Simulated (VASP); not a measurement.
Here is a VASP 6.6.1 calculation.

File INCAR:

```
SYSTEM = SnTe
ALGO = Normal ; EDIFF = 1E-6
ENCUT = 520 ; GGA = PE
ISIF = 2 ; ISMEAR = 0
LASPH = .True. ; LCHARG = .True.
LELF = .True. ; LREAL = .False.
LVHAR = .True. ; LWAVE = .False.
NBANDS = 17 ; NELM = 60
PREC = Accurate ; SIGMA = 0.1
```

File KPOINTS:

```
k-points
0
Gamma
  12 12 12
  0 0 0
```

File POSCAR:

```
SnTe
1.0
    3.8887688240      0.0000000000      0.0000000000
    0.0000000000      3.8887688240      0.0000000000
    0.0000000000      0.0000000000      3.8887688240
Sn Te
1 1
Direct
    0.0000000000      0.0000000000      0.0000000000
    0.5000000000      0.5000000000      0.5000000000
```

Potentials or basis: VASP PAW PBE potentials, release 64 (Sn_d, Te).

Run with:

```sh
$ cat potpaw_PBE.64/Sn_d/POTCAR potpaw_PBE.64/Te/POTCAR > POTCAR
$ mpirun -np 1 vasp_std > vasp.out
```

Problem. Predict the band gap on the k mesh.

Solution. Zero (bands 10 and 11 overlap by 1.81 eV).

Problem. What does it give for the pressure?

Solution. 0.1 GPa.

Caveat: the cell differs from its parent crystal (strained); spin-orbit coupling is left out, which moves the levels of the heavy elements.
